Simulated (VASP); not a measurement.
Set up this calculation in VASP 6.6.1, as the native input.

| Property | Result |
| --- | --- |
| Task | single point |
| Functional | PBE |
| Potentials or basis | VASP PAW PBE potentials, release 64 (Sr_sv, Ti_sv, O) |
| Cutoff | 520 eV |
| k mesh | 8 × 8 × 8 |
| Occupations | gaussian, width 0.02 eV |
| Spin | no spin polarisation |
| Hubbard terms | Ti d U = 4.0 eV |
| Dipole correction | no |
| Further INCAR settings | ALGO = Normal; EDIFF = 1e-06; NBANDS = 28 |

The structure of SrTiO3 lies in POSCAR:

```
SrTiO3
1.0
    3.9471298222      0.0000000000      0.0000000000
    0.0000000000      3.9471298222      0.0000000000
    0.0000000000      0.0000000000      4.1247506642
Sr Ti O
1 1 3
Direct
    0.0000000000      0.0000000000      0.0000000000
    0.5000000000      0.5000000000      0.5000000000
    0.5000000000      0.0000000000      0.5000000000
    0.5000000000      0.5000000000      0.0000000000
    0.0000000000      0.5000000000      0.5000000000
```

This cell differs from its parent crystal: strain along c alone, the other axes held: +4.5 %.

The input as run:

INCAR

```
SYSTEM = SrTiO3
PREC     = Accurate       ! precision mode
ENCUT    = 520            ! plane-wave cutoff, eV
EDIFF    = 1E-6           ! SCF threshold, eV
ISMEAR   = 0              ! smearing method
SIGMA    = 0.02           ! smearing width, eV
LREAL    = .False.        ! projectors in reciprocal space
LASPH    = .True.         ! aspherical terms in the spheres
NELM     = 150            ! most SCF steps
ALGO     = Normal         ! electronic algorithm
ISIF     = 2              ! what is computed and relaxed
LWAVE    = .False.        ! write WAVECAR
LCHARG   = .False.        ! write CHGCAR
LMAXMIX  = 4              ! l up to which the mixer works
LDAU     = .True.         ! DFT+U
LDAUTYPE = 2            
LDAUL    = -1 2 -1        ! shell
LDAUU    = 0 4 0          ! U, eV
LDAUJ    = 0 0 0        
LDAUPRINT= 1            
GGA      = PE             ! functional
NBANDS   = 28             ! bands
```

KPOINTS

```
Automatic mesh
0
Gamma
  8 8 8
  0 0 0
```

Potentials or basis: VASP PAW PBE potentials, release 64 (Sr_sv, Ti_sv, O).

Command:

```bash
$ cat potpaw_PBE.64/Sr_sv/POTCAR potpaw_PBE.64/Ti_sv/POTCAR potpaw_PBE.64/O/POTCAR > POTCAR
$ mpirun -np 1 vasp_std > vasp.out
```

It gave:

The pressure is -4.0 GPa. The band gap on the k mesh is 2.13 eV (least direct gap 2.63 eV).

Caveat: the cell differs from its parent crystal (strain along c alone, the other axes held: +4.5 %); the cell stands under tension.

It took 72 s on 1 thread of Intel(R) Xeon(R) 6975P-C (Granite Rapids), on a shared host, peak memory 0.26 GiB.
